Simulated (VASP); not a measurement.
Here is a VASP 6.6.1 calculation.

Contents of POSCAR:

```
CsBr
1.0
    4.3893102064      0.0000000000      0.0000000000
    0.0000000000      4.3893102064      0.0000000000
    0.0000000000      0.0000000000      4.3893102064
Cs Br
1 1
Direct
    0.0000000000      0.0000000000      0.0000000000
    0.5000000000      0.5000000000      0.5000000000
```

The input INCAR.step1:

```
PREC     = Accurate       # precision mode
ENCUT    = 550            # plane-wave cutoff, eV
ISMEAR   = -1             # smearing method
SIGMA    = 0.02           # smearing width, eV
LREAL    = False          # projectors in reciprocal space
LASPH    = True           # aspherical terms in the spheres
NELM     = 120            # most SCF steps
GGA      = PE             # functional
ALGO     = Normal         # electronic algorithm
EDIFF    = 1E-5           # SCF threshold, eV
LWAVE    = True           # write WAVECAR
LCHARG   = False          # write CHGCAR
GGA_COMPAT= False        
IBRION   = 2              # ionic algorithm
ISIF     = 3              # what is computed and relaxed
EDIFFG   = -0.005         # ionic threshold
NELMIN   = 4            
NSW      = 100            # ionic steps
```

INCAR.step2

```
PREC     = Accurate       # precision mode
ENCUT    = 550            # plane-wave cutoff, eV
EDIFF    = 1E-7           # SCF threshold, eV
ISMEAR   = -1             # smearing method
SIGMA    = 0.02           # smearing width, eV
LREAL    = False          # projectors in reciprocal space
LASPH    = True           # aspherical terms in the spheres
NELM     = 120            # most SCF steps
ALGO     = Normal         # electronic algorithm
ISIF     = 3              # what is computed and relaxed
LWAVE    = False          # write WAVECAR
LCHARG   = False          # write CHGCAR
METAGGA  = R2SCAN         # meta-GGA
LMIXTAU  = True         
IBRION   = 2              # ionic algorithm
NSW      = 80             # ionic steps
EDIFFG   = -0.005         # ionic threshold
ISTART   = 1            
GGA_COMPAT= False        
NELMIN   = 4
```

Contents of KPOINTS:

```
Automatic mesh
0
Gamma
  6 6 6
```

Potentials or basis: VASP PAW PBE potentials, release 64 (Cs_sv, Br).

Run with:

```sh
$ cat potpaw_PBE.64/Cs_sv/POTCAR potpaw_PBE.64/Br/POTCAR > POTCAR
$ cp INCAR.step1 INCAR
$ mpirun -np 1 vasp_std > vasp.out
$ cp INCAR.step2 INCAR
$ mpirun -np 1 vasp_std > vasp.out
```

Estimate the relaxed volume.

40.50 Å³/atom.

Estimate the space group after relaxing (to 0.1 Å).

Pm-3m (No. 221).

What does it give for the band gap on the k mesh?

5.16 eV (least direct gap 5.17 eV).

The path:
```
step  energy change (eV)  largest force (eV/Å)  pressure (GPa)  volume (Å³)
   1              0.0000                0.0000           -0.59        84.56
   2             -0.0052                0.0000           -0.29        82.69
   3             -0.0067                0.0000           -0.04        81.22
   4             -0.0067                0.0000            0.01        81.01
```

Caveat: the PAW data sets were made with another functional, which shifts forces and pressure a little; spin-orbit coupling is left out, which moves the levels of the heavy elements. r2SCAN opens gaps a little over a GGA but as a rule still falls short of measured ones.
